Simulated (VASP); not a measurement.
Runs of VASP 6.6.1 on NaCl. The structure is that of space group Fm-3m (No. 225), or close to it. The cells are those of the table. 

```csv
level,cell,k mesh,smearing,gap on the mesh (eV),pressure (GPa)
r2SCAN,"a = 4.094 Å, angles 60.0°, 2 atoms",8 × 8 × 8,gaussian 0.01 eV,5.61,-2.4
PBE,"a = 3.964, b = 3.903, c = 3.903 Å, angles 61.0, 59.5, 59.5°, 2 atoms",8 × 8 × 8,fermi-dirac 0.02 eV,5.30,2.3
PBE,"a = 3.964 Å, angles 60.0°, 2 atoms",8 × 8 × 8,fermi-dirac 0.02 eV,(a),1.2
PBE,"a = 3.964, b = 3.964, c = 4.010 Å, angles 59.6, 59.6, 59.2°, 2 atoms",4 × 4 × 4,gaussian 0.01 eV,5.13,1.3
PBE,"a = 3.964, b = 3.964, c = 4.010 Å, angles 59.6, 59.6, 59.2°, 2 atoms",8 × 8 × 8,fermi-dirac 0.02 eV,5.13,1.2
r2SCAN,"a = 3.964, b = 3.903, c = 3.903 Å, angles 61.0, 59.5, 59.5°, 2 atoms",8 × 8 × 8,gaussian 0.01 eV,6.13,0.8
PBE,"a = 3.964, b = 3.903, c = 3.903 Å, angles 61.0, 59.5, 59.5°, 2 atoms",4 × 4 × 4,gaussian 0.01 eV,5.30,2.3
PBE,"a = 4.070 Å, angles 60.0°, 2 atoms",4 × 4 × 4,gaussian 0.01 eV,4.88,(b)
```

Alike in all rows: task single point; potentials or basis VASP PAW PBE potentials, release 64 (Na_pv, Cl); no spin polarisation; cutoff (eV) 520.

**Question.** Fill in the values left out.

**Answer.** (a) 5.18; (b) -0.7.

Caveats: some runs use coarse meshes; the PAW data sets were made with another functional, which shifts forces and pressure a little (at least some runs).

A k mesh can miss the band edges.
